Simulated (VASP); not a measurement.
# Ta: single point with PBE

Ta:

```xyz
2
Lattice="3.3196 0.0000 0.0000 0.0000 3.3196 0.0000 0.0000 0.0000 3.3196" Properties=species:S:1:pos:R:3 pbc="T T T"
Ta    0.0000    0.0000    0.0000
Ta    1.6598    1.6598    1.6598
```

```yaml
Program: VASP 6.6.1
Task: single point
Functional: PBE
Potentials_or_basis: VASP PAW PBE potentials, release 64 (Ta_pv)
Cutoff: 520 eV
k_mesh: 12 × 12 × 12
Occupations: fermi-dirac, width 0.08 eV
Spin: no spin polarisation
Dipole_correction: no
Further_INCAR_settings: ALGO = Normal; EDIFF = 1e-06; NBANDS = 18
```

- Pressure: 0.1 GPa
- Band gap on the k mesh: zero (bands 11 and 12 overlap by 2.74 eV)

Levels at points of the mesh, in eV from the Fermi level:
```
           k point  band 7  band 8  band 9  band 10  band 11  band 12  band 13  band 14  band 15  band 16
(0.00, 0.00, 0.00)   -7.86   -3.72   -3.72     0.73     0.73     0.73     3.95     3.95     6.71     6.71
(0.50, 0.00, 0.00)   -3.71   -3.71   -0.89    -0.89     1.24     1.24     1.24     1.24     3.15     3.15
(0.50, 0.50, 0.00)   -4.31   -4.31   -1.50    -1.50     1.51     1.51     3.82     3.82     4.83     4.83
(0.50, 0.50, 0.50)   -1.22   -1.22   -1.22    -1.22    -1.22    -1.22     5.00     5.00     5.00     5.00
```

It took 25 s on 1 thread of Intel(R) Xeon(R) Platinum 8488C (Sapphire Rapids), with other jobs on the host, peak memory 0.18 GiB.

Caveat: spin-orbit coupling is left out, which moves the levels of the heavy elements.
